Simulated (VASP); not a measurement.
Set up this calculation in VASP 6.6.1, as the native input.

* Task: relaxation of cell and atoms
* Functional: PBE
* Potentials or basis: VASP PAW PBE potentials, release 64 (Mg, As, Ir)
* Cutoff: 600 eV
* k mesh: 4 × 4 × 4
* Occupations: gaussian, width 0.1 eV
* Spin: no spin polarisation
* Dipole correction: no
* Further INCAR settings: ALGO = Fast; EDIFF = 1e-07; IBRION = 2; EDIFFG = -0.04; NSW = 90; ISIF = 3

The structure of MgAsIr3 lies in POSCAR:

```
MgAsIr3
1.0
    4.4168430300      0.0000000000      0.0000000000
    0.0000000000      4.4168430300      0.0000000000
    0.0000000000      0.0000000000      4.4168430300
Mg As Ir
1 1 3
Direct
    0.0000000000      0.0000000000      0.0000000000
    0.5000000000      0.5000000000      0.5000000000
    0.5000000000      0.5000000000      0.0000000000
    0.0000000000      0.5000000000      0.5000000000
    0.5000000000      0.0000000000      0.5000000000
```

These files were run (other wordings do the same):

INCAR

```
PREC = Accurate
ENCUT = 600
EDIFF = 1E-7
ISMEAR = 0
SIGMA = 0.1
LREAL = F
LASPH = T
NELM = 100
ALGO = Fast
ISIF = 3
LWAVE = F
LCHARG = F
GGA = PE
IBRION = 2
NSW = 90
EDIFFG = -0.04
```

KPOINTS

```
Automatic mesh
0
Gamma
  4 4 4
```

Potentials or basis: VASP PAW PBE potentials, release 64 (Mg, As, Ir).

The run is started by

```bash
$ cat potpaw_PBE.64/Mg/POTCAR potpaw_PBE.64/As/POTCAR potpaw_PBE.64/Ir/POTCAR > POTCAR
$ mpirun -np 1 vasp_std > vasp.out
```

Results of the run:

```yaml
Relaxed_volume: 19.11 Å³/atom
Relaxed_cell: a = 4.572 Å, b = 4.572 Å, c = 4.572 Å, α = 90.00°, β = 90.00°, γ = 90.00°
Space_group_after_relaxing_to_0.05_Å: Pm-3m (No. 221)
Energy_gained_by_relaxing: 99.8 meV/atom
Ionic_steps: 4
Pressure_after_relaxing: -0.1 GPa
Band_gap_on_the_k_mesh: zero (band 17 reaches 5.55 eV, above the bottom of band 18 at 5.22 eV)
```

Caveat: spin-orbit coupling is left out, which moves the levels of the heavy elements.

Run time: 110 s on 1 thread of AMD EPYC 7R43 64-Core Processor (Zen 3) (shared host), peak memory 0.19 GiB.
